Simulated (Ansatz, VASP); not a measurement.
SiNi: VASP beside Ansatz

INCAR

```
ALGO     = Normal         # electronic algorithm
EDIFF    = 1E-6           # SCF threshold, eV
EDIFFG   = -0.005         # ionic threshold
ENCUT    = 600            # plane-wave cutoff, eV
GGA      = PE             # functional
IBRION   = 2              # ionic algorithm
ISIF     = 3              # what is computed and relaxed
ISMEAR   = 0              # smearing method
LASPH    = True           # aspherical terms in the spheres
LCHARG   = False          # write CHGCAR
LREAL    = False          # projectors in reciprocal space
LWAVE    = False          # write WAVECAR
NELM     = 60             # most SCF steps
NSW      = 100            # ionic steps
PREC     = Accurate       # precision mode
SIGMA    = 0.1            # smearing width, eV
```

The input KPOINTS:

```
k-points
0
Gamma
  8 8 8
```

File POSCAR:

```
SiNi
1.0
    4.5036940000      0.0000000000      0.0000000000
    0.0000000000      4.5036940000      0.0000000000
    0.0000000000      0.0000000000      4.5036940000
Si Ni
4 4
Direct
    0.6531700000      0.1531700000      0.3468300000
    0.1531700000      0.3468300000      0.6531700000
    0.3468300000      0.6531700000      0.1531700000
    0.8468300000      0.8468300000      0.8468300000
    0.3504960000      0.8504960000      0.6495040000
    0.8504960000      0.6495040000      0.3504960000
    0.6495040000      0.3504960000      0.8504960000
    0.1495040000      0.1495040000      0.1495040000
```

Input for Ansatz:

```yaml
crystal:
  lattice:
    - [4.503694, 0.0, 0.0]
    - [0.0, 4.503694, 0.0]
    - [0.0, 0.0, 4.503694]
  atoms:
    - { symbol: Si, position: [0.65317, 0.15317, 0.34683] }
    - { symbol: Si, position: [0.15317, 0.34683, 0.65317] }
    - { symbol: Si, position: [0.34683, 0.65317, 0.15317] }
    - { symbol: Si, position: [0.84683, 0.84683, 0.84683] }
    - { symbol: Ni, position: [0.350496, 0.850496, 0.649504] }
    - { symbol: Ni, position: [0.850496, 0.649504, 0.350496] }
    - { symbol: Ni, position: [0.649504, 0.350496, 0.850496] }
    - { symbol: Ni, position: [0.149504, 0.149504, 0.149504] }
basis:
  ecutwfc: 420
kpoints:
  mp_grid: { grid: [8, 8, 8] }
hamiltonian:
  xc: pbe
scf:
  occupations: { method: gaussian, width: 0.1 }
output:
  forces: true
  stress: true
  eigenvalues: true
relax:
  adjacent_minimum: "off"
  f_tol: 0.005
  max_steps: 80
  cell: { stress_tol: 0.05 }
```

Alike in both runs: task relaxation of cell and atoms; functional PBE; k mesh 8 × 8 × 8; occupations gaussian, width 0.1 eV; no spin polarisation.

```csv
,VASP,Ansatz
version,VASP 6.6.1,Ansatz 0.2.0
potentials or method,"VASP PAW PBE potentials, release 64 (Si, Ni), cutoff 600 eV","scalar-relativistic, plane waves, PAW"
valence electrons in the cell,56,88
```

```tsv
	VASP	Ansatz	Ansatz less VASP
gap on the k mesh at the Fermi level, each at its own relaxed structure (eV)	none	none	-
relaxed volume (Å³/atom)	11.53	11.53	-0.002
relaxed length of the cell vector where the two differ most in proportion (Å)	4.519	4.519	-0.0002
```

A gap of «none» marks a metal or a gap that the smearing closes. VASP's potentials hold 56 valence electrons a cell and Ansatz's 88, so a difference there can come from the potentials and not from the codes.
